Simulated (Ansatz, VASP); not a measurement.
One calculation of Al5P2, two programs

```
CELL_PARAMETERS angstrom
3.61237 0.00000 0.00000
-1.80618 3.12840 0.00000
0.00000 0.00000 11.96079
ATOMIC_POSITIONS crystal
Al 0.00000 0.00000 0.89056
Al 0.33333 0.66667 0.65552
Al 0.00000 0.00000 0.10944
Al 0.66667 0.33333 0.34448
Al 0.00000 0.00000 0.50000
P 0.66667 0.33333 0.78691
P 0.33333 0.66667 0.21309
```

Alike in both runs: functional PBE; k mesh 5 × 5 × 2; occupations gaussian, width 0.2 eV; no spin polarisation.

Ansatz relaxed the structure, and its values are those at the end. VASP's run is a single point on that final structure, the one shown.

```csv
,VASP,Ansatz
version,VASP 6.6.1,Ansatz 0.2.0
potentials or method,"VASP PAW PBE potentials, release 64 (Al, P), cutoff 520 eV","scalar-relativistic, plane waves, PAW"
valence electrons in the cell,25,25
```

```tsv
	VASP	Ansatz	Ansatz less VASP
gap on the k mesh at the Fermi level (eV)	none	none	-
pressure (GPa)	-0.1	-0.1	+0.07
rms of the force components (eV/Å)	0.010	0.013	+0.0027
```

A gap of «none» marks a metal or a gap that the smearing closes.

The k mesh is coarse, so the values compare programs but aren't converged.
